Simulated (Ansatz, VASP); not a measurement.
## ZnS: VASP beside Ansatz

```xyz
2
Lattice="0.0000 2.7046 2.7046 2.7046 0.0000 2.7046 2.7046 2.7046 0.0000" Properties=species:S:1:pos:R:3 pbc="T T T"
Zn   -0.1591   -0.1591    0.4500
S     4.0570    4.0570    4.0570
```

Alike in both runs: task single point; functional r2SCAN; k mesh 8 × 8 × 8; occupations gaussian, width 0.05 eV; no spin polarisation.

```csv
,VASP,Ansatz
version,VASP 6.6.1,Ansatz 0.2.0
potentials or method,"VASP PAW PBE potentials, release 64 (Zn, S), cutoff 520 eV","scalar-relativistic, plane waves, PAW"
valence electrons in the cell,18,18
```

```tsv
	VASP	Ansatz	Ansatz less VASP
gap on the k mesh at the Fermi level (eV)	2.63	2.62	-0.011
least direct gap on the mesh (eV)	2.63	2.62	-0.011
pressure (GPa)	5.3	5.1	-0.18
traceless stress, the component that is largest in VASP (GPa)	-9.47	-9.32	+0.148
rms of the force components (eV/Å)	1.163	1.154	-0.0094
```

VASP's potentials were made for PBE, not for r2SCAN. Atom by atom the forces differ by 0.010 eV/Å (rms over components).
